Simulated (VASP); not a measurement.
# Ti (P6_3/mmc) in VASP: settings compared

The runs below take Ti through single point, with HSE06, r2SCAN50.

Everything below comes from runs of VASP 6.6.1. Logs are shortened: lines on timing, memory, paths and dates and some standing lists are left out, and cuts for length are marked.

### 1 The cell of the first run

Symmetry: P6_3/mmc, No. 194, hexagonal system. The conventional cell has a = 3.008 Å, b = 3.008 Å, c = 4.772 Å, α = 90.00°, β = 90.00°, γ = 120.00°. Within 3.9 Å of Ti (site symmetry -6m2) lie 12 Ti at 2.95 to 3.01 Å.

### 2 Single point, HSE06

Contents of POSCAR:

```
Ti
1.0
    3.0078578261      0.0000000000      0.0000000000
   -1.5039289131      2.6048812885      0.0000000000
    0.0000000000      0.0000000000      4.7717880089
Ti
2
Direct
    0.6666666667      0.3333333333      0.7500000000
    0.3333333333      0.6666666667      0.2500000000
```

Contents of INCAR.step1:

```
SYSTEM = Ti
ALGO = Normal ; EDIFF = 1E-5
ENCUT = 520 ; GGA = PE
ISIF = 2 ; ISMEAR = -1
LASPH = .TRUE. ; LREAL = .FALSE.
LWAVE = .TRUE. ; NBANDS = 19
NELM = 100 ; PREC = Accurate
SIGMA = 0.05
```

Contents of INCAR.step2:

```
SYSTEM = Ti
ALGO = Normal ; EDIFF = 1E-7
ENCUT = 520 ; GGA = PE
HFSCREEN = 0.2079 ; ISIF = 2
ISMEAR = -1 ; ISTART = 1
LASPH = .TRUE. ; LCHARG = .TRUE.
LELF = .TRUE. ; LHFCALC = .TRUE.
LREAL = .FALSE. ; LVHAR = .TRUE.
LWAVE = .FALSE. ; NBANDS = 19
NELM = 100 ; PREC = Accurate
PRECFOCK = Normal ; SIGMA = 0.05
```

Contents of KPOINTS:

```
k-points
0
G
  5 5 3
  0 0 0
```

Potentials or basis: VASP PAW PBE potentials, release 64 (Ti_sv).

On the command line:

```
$ cat potpaw_PBE.64/Ti_sv/POTCAR > POTCAR
$ cp INCAR.step1 INCAR
$ mpirun -np 1 vasp_std > vasp.out
$ cp INCAR.step2 INCAR
$ mpirun -np 1 vasp_std > vasp.out
```

OUTCAR:

```text
SYSTEM = Ti
   EDIFF = 1E-7
   ENCUT = 520
   GGA = PE
   HFSCREEN = 0.2079
   ISIF = 2
   ISMEAR = -1
   ISTART = 1
   LASPH = .TRUE.
   LHFCALC = .TRUE.
   LREAL = .FALSE.
   NELM = 100
   PREC = Accurate
   PRECFOCK = Normal

 ion  position               nearest neighbor table
   1  0.667  0.333  0.750-
   2  0.333  0.667  0.250-

  LATTYP: Found a hexagonal cell.
 ALAT       =     3.0078578261
 C/A-ratio  =     1.5864406780

  Lattice vectors:

 A1 = (   3.0078578261,   0.0000000000,   0.0000000000)
 A2 = (  -1.5039289131,   2.6048812885,   0.0000000000)
 A3 = (   0.0000000000,   0.0000000000,   4.7717880089)

Analysis of symmetry for initial positions (statically):
=====================================================================
 Subroutine PRICEL returns:
 Original cell was already a primitive cell.

 Routine SETGRP: Setting up the symmetry group for a
 hexagonal supercell.

 Subroutine GETGRP returns: Found 24 space group operations
 (whereof 12 operations were pure point group operations)
 out of a pool of 24 trial point group operations.

The static configuration has the point symmetry D_3d.
 The point group associated with its full space group is D_6h.

Analysis of symmetry for dynamics (positions and initial velocities):
=====================================================================
 Subroutine PRICEL returns:
 Original cell was already a primitive cell.

 Routine SETGRP: Setting up the symmetry group for a
 hexagonal supercell.

 Subroutine GETGRP returns: Found 24 space group operations
 (whereof 12 operations were pure point group operations)
 out of a pool of 24 trial point group operations.

The dynamic configuration has the point symmetry D_3d.
 The point group associated with its full space group is D_6h.

 Subroutine INISYM returns: Found 24 space group operations
 (whereof 12 operations are pure point group operations),
 and found     1 'primitive' translations

----------------------------------------------------------------------------------------

                                     Primitive cell

  volume of cell :      37.3875

  direct lattice vectors                    reciprocal lattice vectors
     3.007857826  0.000000000  0.000000000     0.332462522  0.191947327  0.000000000
    -1.503928913  2.604881289  0.000000000     0.000000000  0.383894654  0.000000000
     0.000000000  0.000000000  4.771788009     0.000000000  0.000000000  0.209565052

  length of vectors
     3.007857826  3.007857826  4.771788009     0.383894654  0.383894654  0.209565052

  position of ions in fractional coordinates (direct lattice)
     0.666666667  0.333333333  0.750000000
     0.333333333  0.666666667  0.250000000

  ion indices of the primitive-cell ions
   primitive index   ion index
                 1           1
                 2           2

----------------------------------------------------------------------------------------

 KPOINTS: k-points

Automatic generation of k-mesh.
 Grid dimensions read from file:
 generate k-points for:    5    5    3

 Generating k-lattice:

  Cartesian coordinates                     Fractional coordinates (reciprocal lattice)
     0.066492504  0.038389465  0.000000000     0.200000000  0.000000000  0.000000000
     0.000000000  0.076778931  0.000000000     0.000000000  0.200000000  0.000000000
     0.000000000  0.000000000  0.069855017     0.000000000  0.000000000  0.333333333

  Length of vectors
     0.076778931  0.076778931  0.069855017

  Shift w.r.t. Gamma in fractional coordinates (k-lattice)
     0.000000000  0.000000000  0.000000000

 Subroutine IBZKPT returns following result:
 ===========================================

 Found     10 irreducible k-points:

 Following reciprocal coordinates:
            Coordinates               Weight
  0.000000  0.000000  0.000000      1.000000
  0.200000 -0.000000  0.000000      6.000000
  0.400000  0.000000  0.000000      6.000000
  0.200000  0.200000  0.000000      6.000000
  0.400000  0.200000  0.000000      6.000000
  0.000000  0.000000  0.333333      2.000000
  0.200000 -0.000000  0.333333     12.000000
  0.400000  0.000000  0.333333     12.000000
  0.200000  0.200000  0.333333     12.000000
  0.400000  0.200000  0.333333     12.000000
   k-points           NKPTS =     10   k-points in BZ     NKDIM =     75   number of bands    NBANDS=     19
   number of dos      NEDOS =    301   number of ions     NIONS =      2
   total plane-waves  NPLWV =  20736
   dimension x,y,z NGX =    24 NGY =   24 NGZ =   36
   dimension x,y,z NGXF=    48 NGYF=   48 NGZF=   72
   ions per type =               2
   NGX,Y,Z   is equivalent  to a cutoff of  13.26, 13.26, 12.54 a.u.
   NGXF,Y,Z  is equivalent  to a cutoff of  26.53, 26.53, 25.08 a.u.
 SYSTEM =  Ti
   PREC   = accura    normal or accurate (medium, high low for compatibility)
   ISTART =      1    job   : 0-new  1-cont  2-samecut
   ICHARG =      0    charge: 1-file 2-atom 10-const
   ISPIN  =      1    spin polarized calculation?
   LNONCOLLINEAR =      F non collinear calculations
   LSORBIT =      F    spin-orbit coupling
   LASPH  =      T    aspherical Exc in radial PAW
   ENCUT  =  520.0 eV  38.22 Ry    6.18 a.u.   5.59  5.59  8.87*2*pi/ulx,y,z
   NELM   =    100;   NELMIN=  2; NELMDL=  0     # of ELM steps
   EDIFF  = 0.1E-06   stopping-criterion for ELM
   LREAL  =      F    real-space projection
   EDIFFG = 0.1E-05   stopping-criterion for IOM
   NSW    =      0    number of steps for IOM
   IBRION =     -1    ionic relax: 0-MD 1-quasi-New 2-CG
   NFREE  =      0    steps in history (QN), initial steepest desc. (CG)
   ISIF   =      2    stress and relaxation
   ISYM   =      3    0-nonsym 1-usesym 2-fastsym
   POTIM  = 0.5000    time-step for ionic-motion
   TEBEG  =    0.0;   TEEND  =   0.0 temperature during run
   PSTRESS=    0.0 pullay stress
   NELECT =      24.0000    total number of electrons
   NUPDOWN=      -1.0000    fix difference up-down
   EMIN   =  10.00;   EMAX   =-10.00  energy-range for DOS
   EFERMI =   0.00;   METHOD = LEGACY
   ISMEAR =    -1;   SIGMA  =   0.05  broadening in eV -4-tet -1-fermi 0-gaus
   EFERMI_NEDOS =   21; number of points for ismear=-14 and -15
   IALGO  =     38    algorithm
   IMIX   =      1    mixing-type and parameters
     AMIX     =   0.40;   BMIX     =  1.00
     AMIX_MAG =   1.60;   BMIX_MAG =  1.00
  volume/ion in A,a.u.               =      18.69       126.15
  Fermi-wavevector in a.u.,A,eV,Ry     =   1.412222  2.668714 27.135083  1.994372
  Thomas-Fermi vector in A             =   2.533993
   LORBIT       =      0    0 simple, 1 ext, 2 COOP (PROOUT), +10 PAW based schemes
   GGA     = PE    functional components
   LHFCALC =     T    Hartree Fock is set to
   PRECFOCK=normal    Normal, Fast or Accurate (Low or Medium for compatibility)
   ENCUT4O =  -1.0   cutoff for four orbital integrals eV
   NKREDX  =     1    reduce k-point grid by
   NKREDY  =     1    reduce k-point grid by
   NKREDZ  =     1    reduce k-point grid by
   AEXX    =    0.2500 exact exchange contribution
   HFSCREEN=    0.2079 screening length (either q_TF or 0.3 A-1)
   HFSCREENC=   0.2079 screening length for correlation (either q_TF or 0.3 A-1)
   ENCUTFOCK=  -1.0 apply spherical cutoff to Coloumb kernel
   IVDW    =     0    specifies the selected vdW correction
   LEPSILON=     F    determine dielectric tensor
   LRPA    =     F    only Hartree local field effects (RPA)
 non-spin polarized calculation
  energy-cutoff  :      520.00
  volume of cell :       37.39
 maximum number of plane-waves:      1026
 NGX is ok and might be reduce to    24
  NGX = 18; NGY = 18; NGZ = 28

 number of electron      23.9999996 magnetization

 Free energy of the ion-electron system (eV)
  ---------------------------------------------------
  ext. energy  EPLUGINS =         0.00000000
  ---------------------------------------------------
  free energy    TOTEN  =       -18.79879140 eV

  energy without entropy =      -18.77439356  energy(sigma->0) =      -18.78659248

 E-fermi :   7.7868     XC(G=0):  -9.2014

 val. band max:        7.7786210056   @ k =   0.4000   0.2000   0.3333
 cond. band min:       7.9578282753   @ k =   0.4000   0.2000   0.3333
 fundamental gap:      0.1792072697
 Fermi energy:         7.7868056067

 k-point     1 :       0.0000    0.0000    0.0000
  band No.  band energies     occupation
      1     -54.3329      2.00000
      2     -54.2235      2.00000
      3     -29.2419      2.00000
      4     -28.6375      2.00000
      5     -28.6372      2.00000
      6     -28.6372      2.00000
[... 11 lines left out ...]
     18       9.9137      0.00000
     19      11.3283      0.00000

 k-point     2 :       0.2000   -0.0000    0.0000
  band No.  band energies     occupation
      1     -54.3038      2.00000
      2     -54.2132      2.00000
      3     -29.1662      2.00000
      4     -28.7767      2.00000
      5     -28.6969      2.00000
      6     -28.6782      2.00000
[... 11 lines left out ...]
     18      10.0513      0.00000
     19      11.5939      0.00000

 k-point     3 :       0.4000    0.0000    0.0000
  band No.  band energies     occupation
      1     -54.2499      2.00000
      2     -54.2029      2.00000
      3     -29.0146      2.00000
      4     -29.0077      2.00000
      5     -28.9044      2.00000
      6     -28.7510      2.00000
[... 11 lines left out ...]
     18      11.3595      0.00000
     19      11.7963      0.00000

 k-point     4 :       0.2000    0.2000    0.0000
  band No.  band energies     occupation
      1     -54.2616      2.00000
      2     -54.2035      2.00000
      3     -29.0462      2.00000
      4     -28.9032      2.00000
      5     -28.8835      2.00000
      6     -28.7319      2.00000
[... 99 lines left out ...]
     18      11.2768      0.00000
     19      11.5372      0.00000

 k-point     9 :       0.2000    0.2000    0.3333
  band No.  band energies     occupation
      1     -54.2470      2.00000
      2     -54.2179      2.00000
      3     -29.0665      2.00000
      4     -28.9816      2.00000
      5     -28.7841      2.00000
      6     -28.7713      2.00000
[... 11 lines left out ...]
     18      11.3399      0.00000
     19      11.7276      0.00000

 k-point    10 :       0.4000    0.2000    0.3333
  band No.  band energies     occupation
      1     -54.2217      2.00000
      2     -54.2109      2.00000
      3     -29.0820      2.00000
      4     -29.0360      2.00000
      5     -28.8634      2.00000
      6     -28.7761      2.00000
[... 11 lines left out ...]
     18      11.4988      0.00000
     19      13.1078      0.00000

------------------------ aborting loop because EDIFF is reached ----------------------------------------

  FORCE on cell =-STRESS in cart. coord.  units (eV):
  Direction    XX          YY          ZZ          XY          YZ          ZX
  --------------------------------------------------------------------------------------
  -------------------------------------------------------------------------------------
  Total       -2.0572911     -2.0572911     -2.7569823      0.0000000      0.0000000     -0.0000000
  in kB      -88.1616973    -88.1616973   -118.1457687      0.0000000      0.0000000     -0.0000000
  external PRESSURE =     -98.1563878 kB  Pullay stress =       0.0000000 kB

 VOLUME and BASIS-vectors are now :
 -----------------------------------------------------------------------------
  energy-cutoff  :      520.00
  volume of cell :       37.39
      direct lattice vectors                 reciprocal lattice vectors
     3.007857826  0.000000000  0.000000000     0.332462522  0.191947327  0.000000000
    -1.503928913  2.604881289  0.000000000     0.000000000  0.383894654  0.000000000
     0.000000000  0.000000000  4.771788009     0.000000000  0.000000000  0.209565052

 POSITION                                       TOTAL-FORCE (eV/Angst)
 -----------------------------------------------------------------------------------
      1.50393      0.86829      3.57884        -0.000000      0.000000      0.000000
     -0.00000      1.73659      1.19295         0.000000     -0.000000      0.000000
 -----------------------------------------------------------------------------------
    total drift:                                0.000000      0.000000     -0.000001

  FREE ENERGIE OF THE ION-ELECTRON SYSTEM (eV)
  ---------------------------------------------------
  free  energy   TOTEN  =       -18.7987913999 eV

  energy  without entropy=      -18.7743935610  energy(sigma->0) =      -18.78659248
```

Run time: 28 min. Hardware: 1 thread of Intel Xeon Platinum 8259CL at 2.50GHz (Skylake/Cascade Lake), shared host; peak memory 0.26 GiB.

What came out:

| Item | Value |
| --- | --- |
| Free energy | -18.7988 eV |
| Pressure | -9.8 GPa |
| Band gap on the k mesh | zero (bands 12 and 13 overlap by 0.97 eV) |

Stress tensor (GPa, compression positive):
```
 -8.82   0.00   0.00
  0.00  -8.82   0.00
  0.00   0.00 -11.81
```

Caveat: the k points lie up to 0.48 Å⁻¹ apart, too coarse for converged energies and pressures of a metal; the PAW data sets were made with another functional, which shifts forces and pressure a little.

### 3 Single point, r2SCAN50

POSCAR is that of step 2.

Contents of INCAR.step1:

```
SYSTEM = Ti
  PREC = Accurate
  ENCUT = 520
  EDIFF = 1E-5
  ISMEAR = -1
  SIGMA = 0.05
  LREAL = .FALSE.
  LASPH = .TRUE.
  NELM = 80
  ALGO = Normal
  ISIF = 2
  LWAVE = .TRUE.
  LCHARG = .FALSE.
  NBANDS = 19
  GGA = PE
```

Contents of INCAR.step2:

```
SYSTEM = Ti
  PREC = Accurate
  ENCUT = 520
  EDIFF = 1E-6
  ISMEAR = -1
  SIGMA = 0.05
  LREAL = .FALSE.
  LASPH = .TRUE.
  NELM = 80
  ALGO = Normal
  ISIF = 2
  LWAVE = .FALSE.
  LCHARG = .FALSE.
  METAGGA = R2SCAN
  LHFCALC = .TRUE.
  AEXX = 0.5
  LMIXTAU = .TRUE.
  PRECFOCK = Normal
  NBANDS = 19
  ISTART = 1
```

Contents of KPOINTS:

```
Automatic mesh
0
G
  5 5 3
  0 0 0
```

Potentials or basis: VASP PAW PBE potentials, release 64 (Ti_sv).

On the command line:

```
$ cat potpaw_PBE.64/Ti_sv/POTCAR > POTCAR
$ cp INCAR.step1 INCAR
$ mpirun -np 1 vasp_std > vasp.out
$ cp INCAR.step2 INCAR
$ mpirun -np 1 vasp_std > vasp.out
```

Run time: 37 min. Hardware: 1 thread of Intel Xeon 8259CL, shared host; peak memory 0.17 GiB.

The run converged. Its results:

| Quantity | Value |
| --- | --- |
| Free energy | -31.9967 eV |
| Pressure | -12.4 GPa |
| Band gap on the k mesh | zero (bands 12 and 13 overlap by 2.55 eV) |

Stress tensor (GPa, compression positive):
```
-11.77   0.00   0.00
  0.00 -11.77   0.00
  0.00   0.00 -13.69
```

Levels at points of the mesh, in eV from the Fermi level:
| k point | band 8 | band 9 | band 10 | band 11 | band 12 | band 13 | band 14 | band 15 | band 16 | band 17 |
| --- | --- | --- | --- | --- | --- | --- | --- | --- | --- | --- |
| (0.00, 0.00, 0.00) | -41.37 | -10.21 | -5.19 | -1.91 | 1.76 | 1.76 | 2.12 | 2.64 | 2.64 | 3.42 |

Caveat: the k points lie up to 0.48 Å⁻¹ apart, too coarse for converged energies and pressures of a metal; the PAW data sets were made with another functional, which shifts forces and pressure a little.
